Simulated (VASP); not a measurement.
The system is ZnRe.

```
CELL_PARAMETERS angstrom
2.72500 0.00000 0.00000
-1.36250 2.35992 0.00000
0.00000 0.00000 4.42182
ATOMIC_POSITIONS crystal
Re 0.33333 0.66667 0.50000
Zn 0.00000 0.00000 0.00000
```

Base run:

| Item | Value |
| --- | --- |
| Program | VASP 6.6.1 |
| Functional | PBE |
| Dispersion | D4 |
| Potentials or basis | VASP PAW PBE potentials, release 64 (Re_sv_GW, Zn) |
| Cutoff | 500 eV |
| k mesh | 11 × 11 × 6 |
| Occupations | fermi-dirac, width 0.05 eV |
| Spin | no spin polarisation |

Its results: pressure -0.9 GPa.

Question: The run is repeated on the same cell with these changes: potentials or basis from VASP PAW PBE potentials, release 64 (Re_sv_GW, Zn) to VASP PAW PBE potentials, release 64 (Re, Zn); cutoff from 500 eV to 520 eV; further incar settings from ALGO = Normal; EDIFF = 1e-06; NBANDS = 20 to ALGO = Normal; EDIFF = 1e-06; NBANDS = 16; valence electrons from 27 to 19. What comes out?

Answer: Pressure 0.1 GPa.

Caveats: pairwise dispersion overbinds metals, which lowers pressure and volume.
